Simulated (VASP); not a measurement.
# NiO (Fm-3m) in VASP: notebook, part 2 of 2

VASP 6.6.1. Earlier steps stand in the parts before.

## 3. Single point, PBE+U, collinear spin, antiferromagnetic start

File INCAR:

```
PREC = Accurate ; ENCUT = 520
EDIFF = 1E-6 ; ISMEAR = -1
SIGMA = 0.03 ; LREAL = False
LASPH = True ; NELM = 150
ALGO = Normal ; ISIF = 2
LWAVE = False ; LCHARG = False
ISPIN = 2 ; MAGMOM = 0 0 2 -2
LORBIT = 11 ; LMAXMIX = 4
LDAU = True ; LDAUTYPE = 2
LDAUL = -1 2 ; LDAUU = 0 6.6
LDAUJ = 0 0 ; LDAUPRINT = 1
GGA = PE ; NBANDS = 28
```

File KPOINTS:

```
regular mesh
0
Gamma
  8 8 8
```

File POSCAR:

```
NiO
1.0
    4.1771000000      2.0885500000      2.0885500000
    2.0885500000      4.1771000000      2.0885500000
    2.0885500000      2.0885500000      4.1771000000
O Ni
2 2
Direct
    0.2500000000      0.2500000000      0.2500000000
    0.7500000000      0.7500000000      0.7500000000
    0.0000000000      0.0000000000      0.0000000000
    0.5000000000      0.5000000000      0.5000000000
```

Potentials or basis: VASP PAW PBE potentials, release 64 (O, Ni).

Launch:

```console
$ cat potpaw_PBE.64/O/POTCAR potpaw_PBE.64/Ni/POTCAR > POTCAR
$ mpirun -np 1 vasp_std > vasp.out
```

OUTCAR:

```text
PREC = Accurate
   ENCUT = 520
   EDIFF = 1E-6
   ISMEAR = -1
   LREAL = False
   LASPH = True
   NELM = 150
   ISIF = 2
   ISPIN = 2
   LORBIT = 11
   GGA = PE

 ion  position               nearest neighbor table
   1  0.250  0.250  0.250-   3 2.09   3 2.09   3 2.09   4 2.09   4 2.09   4 2.09
   2  0.750  0.750  0.750-   4 2.09   4 2.09   4 2.09   3 2.09   3 2.09   3 2.09
   3  0.000  0.000  0.000-   2 2.09   2 2.09   2 2.09   1 2.09   1 2.09   1 2.09   4 2.95   4 2.95
                             4 2.95   4 2.95   4 2.95   4 2.95
   4  0.500  0.500  0.500-   1 2.09   1 2.09   1 2.09   2 2.09   2 2.09   2 2.09   3 2.95   3 2.95
                             3 2.95   3 2.95   3 2.95   3 2.95

  LATTYP: Found a trigonal (rhomboedric) cell.
 ALAT       =     5.1158818023
 COS(alpha) =     0.8333333333

  Lattice vectors:

 A1 = (   4.1771000000,   2.0885500000,   2.0885500000)
 A2 = (   2.0885500000,   4.1771000000,   2.0885500000)
 A3 = (   2.0885500000,   2.0885500000,   4.1771000000)

Analysis of symmetry for initial positions (statically):
=====================================================================
 Subroutine PRICEL returns following result:

  LATTYP: Found a face centered cubic cell.
 ALAT       =     4.1771000000
[... 12 lines left out ...]
 Subroutine GETGRP returns: Found 12 space group operations
 (whereof 12 operations were pure point group operations)
 out of a pool of 12 trial point group operations.

The static configuration has the point symmetry D_3d.

Analysis of symmetry for dynamics (positions and initial velocities):
=====================================================================
 Subroutine PRICEL returns following result:

  LATTYP: Found a face centered cubic cell.
 ALAT       =     4.1771000000
[... 12 lines left out ...]
 Subroutine GETGRP returns: Found 12 space group operations
 (whereof 12 operations were pure point group operations)
 out of a pool of 12 trial point group operations.

The dynamic configuration has the point symmetry D_3d.

[... 230 lines left out ...]
  o =  1.0344  v =  0.0000  0.0000  0.0000  0.0000  0.0000  0.0006 -0.0003 -1.0000 -0.0003 -0.0000      0.0000  0.0000  0.0000  0.0000  0.0000  0.0000  0.0000  0.0000  0.0000  0.0000

 number of electron      32.0000012 magnetization       0.0000000

 Free energy of the ion-electron system (eV)
  ---------------------------------------------------
  ext. energy  EPLUGINS =         0.00000000
  ---------------------------------------------------
  free energy    TOTEN  =       -20.36276219 eV

  energy without entropy =      -20.36276219  energy(sigma->0) =      -20.36276219

 E-fermi :   6.8789     XC(G=0): -12.6411

 val. band max:        6.2481164996   @ k =   0.5000   0.5000   0.5000
 cond. band min:       9.7074001615   @ k =   0.0000   0.0000   0.0000
 fundamental gap:      3.4592836619
 Fermi energy:         6.8789358626

 spin component 1

 k-point     1 :       0.0000    0.0000    0.0000
  band No.  band energies     occupation
      1     -11.9593      1.00000
      2     -10.5113      1.00000
      3      -0.7548      1.00000
      4      -0.1352      1.00000
      5      -0.1352      1.00000
      6       1.8301      1.00000
[... 1481 lines left out ...]
     27      24.4753      0.00000
     28      28.6877      0.00000

 [... further k-points ...]
[... 5 lines left out ...]
  --------------------------------------------------------------------------------------
  -------------------------------------------------------------------------------------
  Total        0.1019965      0.1019965      0.1019965     -0.0150484     -0.0150484     -0.0150484
  in kB        4.4843696      4.4843696      4.4843696     -0.6616159     -0.6616159     -0.6616159
  external PRESSURE =       4.4843696 kB  Pullay stress =       0.0000000 kB

 VOLUME and BASIS-vectors are now :
 -----------------------------------------------------------------------------
  energy-cutoff  :      520.00
  volume of cell :       36.44
      direct lattice vectors                 reciprocal lattice vectors
     4.177100000  2.088550000  2.088550000     0.359100812 -0.119700271 -0.119700271
     2.088550000  4.177100000  2.088550000    -0.119700271  0.359100812 -0.119700271
     2.088550000  2.088550000  4.177100000    -0.119700271 -0.119700271  0.359100812

 POSITION                                       TOTAL-FORCE (eV/Angst)
 -----------------------------------------------------------------------------------
      2.08855      2.08855      2.08855        -0.000000      0.000000     -0.000000
      6.26565      6.26565      6.26565         0.000000     -0.000000      0.000000
      0.00000      0.00000      0.00000        -0.000000      0.000000     -0.000000
      4.17710      4.17710      4.17710         0.000000      0.000000     -0.000000
 -----------------------------------------------------------------------------------
    total drift:                                0.000000     -0.000000     -0.000000

  FREE ENERGIE OF THE ION-ELECTRON SYSTEM (eV)
  ---------------------------------------------------
  free  energy   TOTEN  =       -20.3627621933 eV

  energy  without entropy=      -20.3627621933  energy(sigma->0) =      -20.36276219

 total charge

# of ion       s       p       d       tot
------------------------------------------
    1        1.549   3.477   0.000   5.026
    2        1.549   3.477   0.000   5.026
    3        0.342   0.423   8.245   9.010
    4        0.342   0.423   8.245   9.010
--------------------------------------------------
tot          3.782   7.800  16.490  28.072

 magnetization (x)

# of ion       s       p       d       tot
------------------------------------------
    1        0.000   0.000   0.000   0.000
    2        0.000   0.000   0.000   0.000
    3       -0.001  -0.005   1.772   1.766
    4        0.001   0.005  -1.772  -1.766
--------------------------------------------------
tot          0.000   0.000   0.000   0.000
```

OSZICAR:

```text
N       E                     dE             d eps       ncg     rms          rms(c)
DAV:   1     0.263894856131E+03    0.26389E+03   -0.14768E+04  7584   0.153E+03
DAV:   2     0.968294949237E+01   -0.25421E+03   -0.22671E+03  7420   0.341E+02
DAV:   3    -0.183431882177E+02   -0.28026E+02   -0.26565E+02  8060   0.122E+02
DAV:   4    -0.189160407216E+02   -0.57285E+00   -0.57082E+00  7748   0.177E+01
DAV:   5    -0.189256331185E+02   -0.95924E-02   -0.95914E-02  8740   0.224E+00    0.222E+01
DAV:   6    -0.186204096330E+02    0.30522E+00   -0.15330E+01  9916   0.968E+01    0.256E+01
DAV:   7    -0.199272359282E+02   -0.13068E+01   -0.39861E+00  8356   0.351E+01    0.130E+01
DAV:   8    -0.201469883533E+02   -0.21975E+00   -0.79463E-01  9200   0.160E+01    0.934E+00
DAV:   9    -0.203482800785E+02   -0.20129E+00   -0.15793E-01  8216   0.116E+01    0.201E+00
DAV:  10    -0.203582374635E+02   -0.99574E-02   -0.65124E-02  9436   0.471E+00    0.433E-01
DAV:  11    -0.203618417081E+02   -0.36042E-02   -0.29148E-02  7664   0.129E+00    0.183E-01
DAV:  12    -0.203624715998E+02   -0.62989E-03   -0.32194E-04 11124   0.242E-01    0.110E-01
DAV:  13    -0.203626878827E+02   -0.21628E-03   -0.22637E-04  9040   0.425E-01    0.559E-02
DAV:  14    -0.203627451066E+02   -0.57224E-04   -0.97210E-05  9608   0.205E-01    0.163E-02
DAV:  15    -0.203627543707E+02   -0.92642E-05   -0.26605E-05  9588   0.642E-02    0.132E-02
DAV:  16    -0.203627605168E+02   -0.61461E-05   -0.63517E-06  9596   0.617E-02    0.579E-03
DAV:  17    -0.203627619233E+02   -0.14064E-05   -0.29316E-06  9060   0.302E-02    0.759E-03
DAV:  18    -0.203627621933E+02   -0.27005E-06   -0.12410E-06  5804   0.954E-03
   1 F= -.20362762E+02 E0= -.20362762E+02  d E =-.668927E-11  mag=    -0.0000
```

Wall time 3.4 min (1 thread of Intel Xeon 6975P-C (Granite Rapids), shared host); peak memory 0.34 GiB.

What came out:

```yaml
Free_energy: -20.3628 eV
Pressure: 0.4 GPa
Band_gap_on_the_k_mesh: 3.46 eV
Net_moment: 0.00 μB per cell
Site_moments: O +0.00; Ni +1.77, -1.77 μB
Valence_electrons_inside_the_program's_atomic_spheres: O 5.03; Ni 9.01
```

Eigenvalues of the final occupation matrices:
| site | spin | trace | eigenvalues |
| --- | --- | --- | --- |
| site 3 d | 1 | 5.02 | 0.98 0.98 0.98 1.03 1.03 |
| site 3 d | 2 | 3.25 | 0.15 0.15 0.98 0.98 0.98 |
| site 4 d | 1 | 3.25 | 0.15 0.15 0.98 0.98 0.98 |
| site 4 d | 2 | 5.02 | 0.98 0.98 0.98 1.03 1.03 |

A k mesh can miss the band edges. The state reached can hang on the start; a lower one may exist.

## 4. Single point, PBE+U, collinear spin, ferromagnetic start

File INCAR:

```
SYSTEM = NiO
PREC = Accurate
ENCUT = 520
EDIFF = 1E-7
ISMEAR = -1
SIGMA = 0.03
LREAL = .False.
LASPH = .True.
NELM = 150
ALGO = Normal
ISIF = 2
LWAVE = .False.
LCHARG = .True.
ISPIN = 2
MAGMOM = 0.22 0.22 1.9 1.9
LORBIT = 11
LMAXMIX = 4
LDAU = .True.
LDAUTYPE = 2
LDAUL = -1 2
LDAUU = 0 6.6
LDAUJ = 0 0
LDAUPRINT = 1
GGA = PE
LELF = .True.
LVHAR = .True.
NBANDS = 28
```

File KPOINTS:

```
regular mesh
0
Gamma
  8 8 8
  0 0 0
```

POSCAR is that of step 3.

Launch:

```console
$ cat potpaw_PBE.64/O/POTCAR potpaw_PBE.64/Ni/POTCAR > POTCAR
$ mpirun -np 1 vasp_std > vasp.out
```

Wall time 3 min (1 thread of Intel Xeon 6975P-C (Granite Rapids), shared host); peak memory 0.33 GiB.

It converged, with:

| Quantity | Value |
| --- | --- |
| Free energy | -20.2257 eV |
| Pressure | 2.2 GPa |
| Band gap on the k mesh | 2.74 eV |
| Net moment | 4.00 μB per cell |
| Site moments | O +0.16; Ni +1.84 μB |
| Valence electrons inside the program's atomic spheres | O 5.03; Ni 9.00 |

Levels at points of the mesh, in eV from the valence-band top:
Spin up:
```tsv
k point	band 15	band 16	band 17	band 18	band 19	band 20	band 21	band 22
(0.00, 0.00, 0.00)	-1.34	-1.34	0.00	0.00	2.81	6.82	11.22	15.08
(0.50, 0.00, 0.00)	-1.86	-1.86	-1.22	-1.22	8.60	8.60	10.73	10.73
(0.50, 0.50, 0.00)	-2.71	-2.71	0.00	0.00	6.82	7.12	11.22	11.44
(0.50, 0.50, 0.50)	-0.60	-0.60	-0.60	-0.60	5.59	5.59	12.72	12.72
```
Spin down:
| k point | band 12 | band 13 | band 14 | band 15 | band 16 | band 17 |
| --- | --- | --- | --- | --- | --- | --- |
| (0.00, 0.00, 0.00) | -1.01 | -1.01 | -1.01 | 2.74 | 2.74 | 3.16 |
| (0.50, 0.00, 0.00) | -2.37 | -2.10 | -2.10 | 4.05 | 4.05 | 4.06 |
| (0.50, 0.50, 0.00) | -2.30 | -1.95 | -1.95 | 3.19 | 3.64 | 5.06 |
| (0.50, 0.50, 0.50) | -1.66 | -1.66 | -1.66 | 3.97 | 3.97 | 3.97 |

Eigenvalues of the final occupation matrices:
```tsv
site	spin	trace	eigenvalues
site 3 d	1	5.04	0.98 0.98 0.98 1.04 1.04
site 3 d	2	3.22	0.13 0.13 0.98 0.98 0.98
site 4 d	1	5.04	0.98 0.98 0.98 1.04 1.04
site 4 d	2	3.22	0.13 0.13 0.98 0.98 0.98
```

The state reached can hang on the start; a lower one may exist.

## 5. Single point, PBE+U, collinear spin, ferromagnetic start

File INCAR:

```
SYSTEM = NiO
PREC = Accurate
ENCUT = 520
EDIFF = 1E-6
ISMEAR = -1
SIGMA = 0.03
LREAL = .False.
LASPH = .True.
NELM = 150
ALGO = Normal
ISIF = 2
LWAVE = .False.
LCHARG = .False.
ISPIN = 2
MAGMOM = 0 0 0.2 0.2
LORBIT = 11
LMAXMIX = 4
LDAU = .True.
LDAUTYPE = 2
LDAUL = -1 2
LDAUU = 0 6.6
LDAUJ = 0 0
LDAUPRINT = 1
GGA = PE
NBANDS = 28
```

File KPOINTS:

```
Automatic mesh
0
Gamma
  8 8 8
  0 0 0
```

POSCAR is that of step 4.

Launch:

```console
$ cat potpaw_PBE.64/O/POTCAR potpaw_PBE.64/Ni/POTCAR > POTCAR
$ mpirun -np 1 vasp_std > vasp.out
```

It took 3.5 min on 1 thread of Intel Xeon 6975P-C (Granite Rapids), shared host; peak memory 0.34 GiB.

Results (log left out):

- Free energy: -20.2257 eV
- Pressure: 2.3 GPa
- Band gap on the k mesh: 2.74 eV
- Net moment: 4.00 μB per cell
- Site moments: O +0.16; Ni +1.84 μB
- Valence electrons inside the program's atomic spheres: O 5.03; Ni 9.00

Levels at points of the mesh, in eV from the valence-band top:
Spin up:
| k point | band 16 | band 17 | band 18 | band 19 | band 20 | band 21 |
| --- | --- | --- | --- | --- | --- | --- |
| (0.00, 0.00, 0.00) | -1.34 | 0.00 | 0.00 | 2.81 | 6.82 | 11.22 |
| (0.50, 0.00, 0.00) | -1.86 | -1.22 | -1.22 | 8.60 | 8.60 | 10.74 |
| (0.50, 0.50, 0.00) | -2.71 | 0.00 | 0.00 | 6.82 | 7.12 | 11.22 |
| (0.50, 0.50, 0.50) | -0.60 | -0.60 | -0.60 | 5.59 | 5.59 | 12.72 |
Spin down:
```tsv
k point	band 12	band 13	band 14	band 15	band 16	band 17
(0.00, 0.00, 0.00)	-1.01	-1.01	-1.01	2.74	2.74	3.16
(0.50, 0.00, 0.00)	-2.37	-2.10	-2.10	4.05	4.05	4.06
(0.50, 0.50, 0.00)	-2.30	-1.95	-1.95	3.19	3.64	5.06
(0.50, 0.50, 0.50)	-1.66	-1.66	-1.66	3.97	3.97	3.97
```

Eigenvalues of the final occupation matrices:
| site | spin | trace | eigenvalues |
| --- | --- | --- | --- |
| site 3 d | 1 | 5.04 | 0.98 0.98 0.98 1.04 1.04 |
| site 3 d | 2 | 3.22 | 0.13 0.13 0.98 0.98 0.98 |
| site 4 d | 1 | 5.04 | 0.98 0.98 0.98 1.04 1.04 |
| site 4 d | 2 | 3.22 | 0.13 0.13 0.98 0.98 0.98 |

## 6. Comparison with measurements

Step 2. A measured gap of NiO is 4.3 eV (quoted in “Local correlations, non-local screening, multiplets, and band formation in NiO”, 2012, arxiv:1210.6675); the calculated 2.74 eV misses it by -1.56 eV. The value is that of PBE+U on a finite k mesh, which can miss the band edges, without temperature or zero-point motion. The run's magnetic order (collinear spin, ferromagnetic start) needn't be the measured crystal's.

Step 4. Measured gap of NiO: 4.3 eV (quoted in “Local correlations, non-local screening, multiplets, and band formation in NiO”, 2012, arxiv:1210.6675). This calculation gives 2.74 eV (-1.56 eV). The value is that of PBE+U on a finite k mesh, which can miss the band edges, without temperature or zero-point motion. The run's magnetic order (collinear spin, ferromagnetic start) needn't be the measured crystal's.
